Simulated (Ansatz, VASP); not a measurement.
# Pd: VASP beside Ansatz

INCAR

```
SYSTEM = Pd
ALGO = Normal ; EDIFF = 1E-6
ENCUT = 520 ; GGA = CA
ISIF = 2 ; ISMEAR = -1
LASPH = .TRUE. ; LCHARG = .FALSE.
LREAL = .FALSE. ; LWAVE = .FALSE.
NBANDS = 11 ; NELM = 80
PREC = Accurate ; SIGMA = 0.1
```

KPOINTS

```
k-points
0
G
  14 14 14
  0 0 0
```

Contents of POSCAR:

```
Pd
1.0
    2.4698397487      0.0000000000      0.0000000000
    0.0000000000      2.4698397487      0.0000000000
    0.0000000000      0.0000000000      2.4698397487
Pd
1
Direct
    0.0000000000      0.0000000000      0.0000000000
```

Input for Ansatz:

```yaml
crystal:
  lattice:
    - [2.4698397487, 0.0, 0.0]
    - [0.0, 2.4698397487, 0.0]
    - [0.0, 0.0, 2.4698397487]
  atoms:
    - { symbol: Pd, position: [0.0, 0.0, 0.0] }
hamiltonian:
  xc: lda
  pseudopotentials:
    kind: paw
    azcp:
      Pd: "pseudopotentials/Pd.paw.azcp"
basis:
  ecutwfc: 420
  fft_grid_basis: typed
kpoints:
  mp_grid: { grid: [14, 14, 14], shift: [0, 0, 0] }
magnetization:
  spin_polarized: false
scf:
  occupations: { method: fermi_dirac, width: 0.1 }
  lower_state_search: "off"
output:
  stress: true
```

Alike in both runs: task single point; functional LDA; k mesh 14 × 14 × 14; occupations fermi-dirac, width 0.1 eV; no spin polarisation.

|  | VASP | Ansatz |
| --- | --- | --- |
| version | VASP 6.6.1 | Ansatz 0.2.0 |
| potentials or method | VASP PAW LDA potentials, release 64 (Pd), cutoff 520 eV | plane waves (420 eV) with PAW, scalar-relativistic |
| valence electrons in the cell | 10 | 18 |

Ansatz gave:

* pressure (GPa): 17.4

Estimate VASP's values.

pressure (GPa): 17.3.

Ansatz warns that its potentials were made for another functional, while VASP's fit it. LDA's correlation is that of Perdew and Zunger in VASP and of Perdew and Wang (1992) in Ansatz. VASP's potentials hold 10 valence electrons a cell and Ansatz's 18, so a difference there can come from the potentials and not from the codes.
